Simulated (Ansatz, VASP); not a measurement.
## CaScB2 in VASP and in Ansatz

INCAR

```
SYSTEM = CaScB2
  PREC = Accurate
  ENCUT = 520
  EDIFF = 1E-7
  ISMEAR = 0
  SIGMA = 0.1
  LREAL = .False.
  LASPH = .True.
  NELM = 100
  ALGO = Normal
  ISIF = 2
  LWAVE = .False.
  LCHARG = .False.
  GGA = PE
  NBANDS = 22
```

The input KPOINTS:

```
regular mesh
0
Gamma
  10 10 14
  0 0 0
```

POSCAR

```
CaScB2
1.0
    4.4100325155      0.0000000000      0.0000000000
    0.0000000000      4.4100325155      0.0000000000
    0.0000000000      0.0000000000      3.0599470195
Ca Sc B
1 1 2
Direct
    0.5000000000      0.5000000000      0.5744939639
    0.0000000000      0.0000000000      0.5733130241
    0.5000000000      0.0000000000      0.0739301610
    0.0000000000      0.5000000000      0.0739301610
```

Input for Ansatz:

```yaml
crystal:
  lattice:
    - [4.4100325155, 0.0, 0.0]
    - [0.0, 4.4100325155, 0.0]
    - [0.0, 0.0, 3.0599470195]
  atoms:
    - { symbol: Ca, position: [0.5, 0.5, 0.5744939639] }
    - { symbol: Sc, position: [0.0, 0.0, 0.5733130241] }
    - { symbol: B, position: [0.5, 0.0, 0.073930161] }
    - { symbol: B, position: [0.0, 0.5, 0.073930161] }
basis:
  ecutwfc: 420
kpoints:
  mp_grid: { grid: [10, 10, 14] }
  band_path:
    path:
      - [[0.0, 0.0, 0.0], [0.0, 0.5, 0.0], [0.5, 0.5, 0.0], [0.0, 0.0, 0.0], [0.0, 0.0, 0.5], [0.0, 0.5, 0.5], [0.5, 0.5, 0.5], [0.0, 0.0, 0.5]]
      - [[0.0, 0.5, 0.0], [0.0, 0.5, 0.5]]
      - [[0.5, 0.5, 0.0], [0.5, 0.5, 0.5]]
    npoints: 14
hamiltonian:
  xc: pbe
scf:
  occupations: { method: gaussian, width: 0.1 }
  n_extra_bands: 10
output:
  forces: true
  stress: true
  eigenvalues: true
  populations: true
  dos: { projected: true, de: 0.02, nscf_kmesh: { grid: [12, 12, 17] } }
  bader: true
  write_density: true
  write_potential: true
  elf: true
  volumetric_format: npy
```

Alike in both runs: task single point; functional PBE; k mesh 10 × 10 × 14; occupations gaussian, width 0.1 eV; no spin polarisation.

```csv
,VASP,Ansatz
version,VASP 6.6.1,Ansatz 0.2.0
potentials or method,"VASP PAW PBE potentials, release 64 (Ca_sv, Sc_sv, B), cutoff 520 eV","scalar-relativistic, plane waves, PAW"
valence electrons in the cell,27,27
```

VASP gave:

* gap on the k mesh at the Fermi level (eV): none
* pressure (GPa): 0.3

Q: What did Ansatz give for the same quantities?

A: gap on the k mesh at the Fermi level (eV): none; pressure (GPa): 0.0.

A gap of «none» marks a metal or a gap that the smearing closes. With one functional, cell and mesh, what is left measures potentials, basis and numerics.
